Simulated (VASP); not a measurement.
Input of a VASP 6.6.1 run:

INCAR

```
SYSTEM = TiFe4
ALGO = Normal
EDIFF = 1E-7
ENCUT = 520
GGA = PE
ISIF = 2
ISMEAR = 0
ISPIN = 2
LASPH = .TRUE.
LCHARG = .TRUE.
LELF = .TRUE.
LMAXMIX = 4
LORBIT = 11
LREAL = .FALSE.
LVHAR = .TRUE.
LWAVE = .FALSE.
MAGMOM = -1 4 4 4 4
NBANDS = 34
NELM = 150
PREC = Accurate
SIGMA = 0.1
```

File KPOINTS:

```
k-points
0
G
  6 6 6
  0 0 0
```

POSCAR

```
TiFe4
1.0
    0.0000000000      1.7879490000      9.4368986093
    1.7812670356      0.0000000000      9.4368986093
    1.7812670356      1.7879490000      0.0000000000
Ti Fe
1 4
Direct
    0.0000000000      0.0000000000      0.0000000000
    0.3909085000      0.3909085000      0.6090915000
    0.7997525000      0.7997525000      0.2002475000
    0.2002475000      0.2002475000      0.7997525000
    0.6090915000      0.6090915000      0.3909085000
```

Potentials or basis: VASP PAW PBE potentials, release 64 (Ti_sv, Fe).

Launch:

```console
$ cat potpaw_PBE.64/Ti_sv/POTCAR potpaw_PBE.64/Fe/POTCAR > POTCAR
$ mpirun -np 1 vasp_std > vasp.out
```

Estimate the largest force.

1.010 eV/Å.

Predict the pressure.

-2.3 GPa.

Stress tensor (GPa, compression positive):
```
 0.12  0.00  0.00
 0.00  0.28  0.00
 0.00  0.00 -7.19
```

Caveat: the k points lie up to 0.42 Å⁻¹ apart; forces of over 1 eV/Å act on the atoms, so gaps and moduli don't describe the material at rest.
